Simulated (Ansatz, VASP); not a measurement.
Zn: VASP beside Ansatz

POSCAR

```
Zn
1.0
    2.6700000000      0.0000000000      0.0000000000
   -1.3350000000      2.3122878281      0.0000000000
    0.0000000000      0.0000000000      4.9660000000
Zn
2
Direct
    0.6666666667      0.3333333333      0.7500000000
    0.3333333333      0.6666666667      0.2500000000
```

File INCAR.step1:

```
SYSTEM = Zn
  PREC = Accurate
  ENCUT = 520
  ISMEAR = -1
  SIGMA = 0.05
  LREAL = .False.
  LASPH = .True.
  NELM = 60
  NBANDS = 19
  GGA = PE
  ALGO = Normal
  EDIFF = 1E-4
  LWAVE = .True.
  LCHARG = .False.
```

INCAR.step2

```
SYSTEM = Zn
  PREC = Accurate
  ENCUT = 520
  EDIFF = 1E-6
  ISMEAR = -1
  SIGMA = 0.05
  LREAL = .False.
  LASPH = .True.
  NELM = 60
  ALGO = Normal
  ISIF = 2
  LWAVE = .False.
  LCHARG = .True.
  METAGGA = R2SCAN
  LMIXTAU = .True.
  LELF = .True.
  LVHAR = .True.
  NBANDS = 19
  ISTART = 1
```

KPOINTS

```
Automatic mesh
0
Gamma
  7 7 3
  0 0 0
```

The input input.yaml:

```yaml
crystal:
  lattice:
    - [2.67, 0.0, 0.0]
    - [-1.335, 2.3122878281, 0.0]
    - [0.0, 0.0, 4.966]
  atoms:
    - { symbol: Zn, position: [0.6666666667, 0.3333333333, 0.75] }
    - { symbol: Zn, position: [0.3333333333, 0.6666666667, 0.25] }
hamiltonian:
  xc: r2scan
  pseudopotentials: { kind: paw }
kpoints:
  mp_grid: { grid: [7, 7, 3] }
  band_path:
    path:
      - [[0.0, 0.0, 0.0], [0.5, 0.0, 0.0], [0.3333333333, 0.3333333333, 0.0], [0.0, 0.0, 0.0], [0.0, 0.0, 0.5], [0.5, 0.0, 0.5], [0.3333333333, 0.3333333333, 0.5], [0.0, 0.0, 0.5]]
      - [[0.5, 0.0, 0.5], [0.5, 0.0, 0.0]]
      - [[0.3333333333, 0.3333333333, 0.0], [0.3333333333, 0.3333333333, 0.5]]
    npoints: 14
scf:
  occupations: { method: fermi_dirac, width: 0.05 }
  n_extra_bands: 6
output:
  forces: true
  stress: true
  eigenvalues: true
  fatbands: false
  write_density: true
  write_potential: true
  elf: true
  volumetric_format: npy
```

Alike in both runs: functional r2SCAN; k mesh 7 × 7 × 3; occupations fermi-dirac, width 0.05 eV; no spin polarisation.

|  | VASP | Ansatz |
| --- | --- | --- |
| version | VASP 6.6.1 | Ansatz 0.2.0 |
| potentials or method | VASP PAW PBE potentials, release 64 (Zn) | Ansatz PAW |
| plane-wave cutoff (eV) | 520 | 500 |
| valence electrons in the cell | 24 | 24 |
| task | single point | band structure |

VASP gave:

- gap on the k mesh at the Fermi level (eV): none
- pressure (GPa): -4.8
- traceless stress, the component that is largest in VASP (GPa): 1.51

Q: What did Ansatz give for the same quantities?

A: gap on the k mesh at the Fermi level (eV): none; pressure (GPa): -5.1; traceless stress, the component that is largest in VASP (GPa): 1.72.

VASP's potentials were made for PBE, not for r2SCAN. A gap of «none» marks a metal or a gap that the smearing closes.

The k mesh is coarse, so the values compare programs but aren't converged.
